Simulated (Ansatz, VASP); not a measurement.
# Two plane-wave programs on AlN

```
CELL_PARAMETERS angstrom
-1.65675 2.86957 0.00000
0.00000 0.00000 4.18746
4.97025 2.86957 0.00000
ATOMIC_POSITIONS crystal
Al 0.43923 0.75000 0.09571
Al 0.00000 0.75000 0.66667
Al 0.00000 0.25000 0.33333
Al 0.50000 0.25000 0.83333
N 0.50000 0.25000 0.16667
N 0.00000 0.25000 0.66667
N 0.00000 0.75000 0.33333
N 0.50000 0.75000 0.83333
```

Alike in both runs: task single point; functional PBE; k mesh 8 × 6 × 4; occupations gaussian, width 0.05 eV; no spin polarisation.

```csv
,VASP,Ansatz
version,VASP 6.6.1,Ansatz 0.2.0
potentials or method,"VASP PAW PBE potentials, release 64 (Al, N), cutoff 520 eV","scalar-relativistic, plane waves, PAW"
valence electrons in the cell,32,32
```

|  | VASP | Ansatz | Ansatz less VASP |
| --- | --- | --- | --- |
| gap on the k mesh at the Fermi level (eV) | 2.44 | 2.43 | -0.007 |
| least direct gap on the mesh (eV) | 2.44 | 2.43 | -0.007 |
| pressure (GPa) | 10.3 | 10.4 | +0.10 |
| traceless stress, the component that is largest in VASP (GPa) | 17.28 | 17.23 | -0.059 |
| rms of the force components (eV/Å) | 4.233 | 4.221 | -0.0120 |

Atom by atom the forces differ by 0.014 eV/Å (rms over components).
